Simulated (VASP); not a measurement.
Write the native input for VASP 6.6.1 that does the following.

```yaml
Task: single point
Functional: r2SCAN
Potentials_or_basis: VASP PAW PBE potentials, release 64 (Si, Al)
Cutoff: 520 eV
k_mesh: 2 × 2 × 2
Occupations: gaussian, width 0.05 eV
Spin: collinear spin, zero start
Starting_moments: "[0.0, 0.0, 0.0, 0.0, 0.0, 0.0, 0.0, 0.0, 0.0, 0.0, 0.0, 0.0, 0.0, 0.0, 0.0, 0.0, 0.0] μB"
Dipole_correction: no
Further_INCAR_settings: LREAL = Auto; ALGO = Normal; EDIFF = 1e-06; NBANDS = 52
```

AlSi16 (a cell with a defect):

```
CELL_PARAMETERS angstrom
0.00000 5.43000 5.43000
5.43000 0.00000 5.43000
5.43000 5.43000 0.00000
ATOMIC_POSITIONS crystal
Si 0.99976 0.00067 0.99989
Si 0.12342 0.12438 0.12358
Si 0.00082 0.00193 0.49874
Si 0.12344 0.12437 0.62884
Si 0.00090 0.49953 0.00103
Si 0.12345 0.62959 0.12359
Si 0.00088 0.49953 0.49878
Si 0.13733 0.62152 0.62070
Si 0.49861 0.00193 0.00095
Si 0.62870 0.12438 0.12358
Si 0.49859 0.00193 0.49873
Si 0.62040 0.13875 0.62051
Si 0.49863 0.49953 0.00102
Si 0.62055 0.62148 0.13751
Si 0.49963 0.50103 0.49981
Si 0.62054 0.62153 0.62069
Al 0.74962 0.75106 0.74981
```

One way to write it, as run:

POSCAR

```
AlSi16
1.0
    0.0000000000      5.4300000000      5.4300000000
    5.4300000000      0.0000000000      5.4300000000
    5.4300000000      5.4300000000      0.0000000000
Si Al
16 1
Direct
   -0.0002427256      0.0006723757     -0.0001117864
    0.1234244936      0.1243766114      0.1235764273
    0.0008236648      0.0019341621      0.4987383978
    0.1234441068      0.1243713628      0.6288361878
    0.0008988950      0.4995346225      0.0010289134
    0.1234536832      0.6295905157      0.1235921731
    0.0008802947      0.4995335175      0.4987758748
    0.1373347145      0.6215164825      0.6206956722
    0.4986053407      0.0019329650      0.0009493554
    0.6287039595      0.1243755985      0.1235840700
    0.4985909761      0.0019272560      0.4987325967
    0.6204046041      0.1387502762      0.6205093923
    0.4986308471      0.4995326888      0.0010181400
    0.6205510129      0.6214784530      0.1375104972
    0.4996308471      0.5010262431      0.4998052486
    0.6205381215      0.6215307551      0.6206895028
    0.7496188766      0.7510617864      0.7498118785
```

INCAR.step1

```
SYSTEM = AlSi16
PREC = Accurate
ENCUT = 520
ISMEAR = 0
SIGMA = 0.05
LREAL = Auto
LASPH = .TRUE.
NELM = 150
ISPIN = 2
MAGMOM = 0 0 0 0 0 0 0 0 0 0 0 0 0 0 0 0 0
NBANDS = 52
GGA = PE
ALGO = Normal
EDIFF = 1E-4
LWAVE = .TRUE.
LCHARG = .FALSE.
```

INCAR.step2

```
SYSTEM = AlSi16
PREC = Accurate
ENCUT = 520
EDIFF = 1E-6
ISMEAR = 0
SIGMA = 0.05
LREAL = Auto
LASPH = .TRUE.
NELM = 150
ALGO = Normal
ISIF = 2
LWAVE = .FALSE.
LCHARG = .FALSE.
ISPIN = 2
MAGMOM = 0 0 0 0 0 0 0 0 0 0 0 0 0 0 0 0 0
LORBIT = 11
METAGGA = R2SCAN
LMIXTAU = .TRUE.
NBANDS = 52
ISTART = 1
```

KPOINTS

```
Automatic mesh
0
G
  2 2 2
  0 0 0
```

Potentials or basis: VASP PAW PBE potentials, release 64 (Si, Al).

The run is started by

```bash
$ cat potpaw_PBE.64/Si/POTCAR potpaw_PBE.64/Al/POTCAR > POTCAR
$ cp INCAR.step1 INCAR
$ mpirun -np 1 vasp_std > vasp.out
$ cp INCAR.step2 INCAR
$ mpirun -np 1 vasp_std > vasp.out
```

It gave:

```json
{"Pressure": "3.9 GPa", "Largest force": "0.011 eV/Å", "Net moment": "0.00 μB per cell", "Valence electrons inside the program's atomic spheres": "Si 1.72, 1.71, 1.69, 1.77; Al 0.86"}
```

Caveat: the k points lie up to 0.50 Å⁻¹ apart; the PAW data sets were made with another functional, which shifts forces and pressure a little.

It took 9.9 min on 1 thread of Intel(R) Xeon(R) 6975P-C (Granite Rapids), with other jobs on the host, peak memory 0.8 GiB.
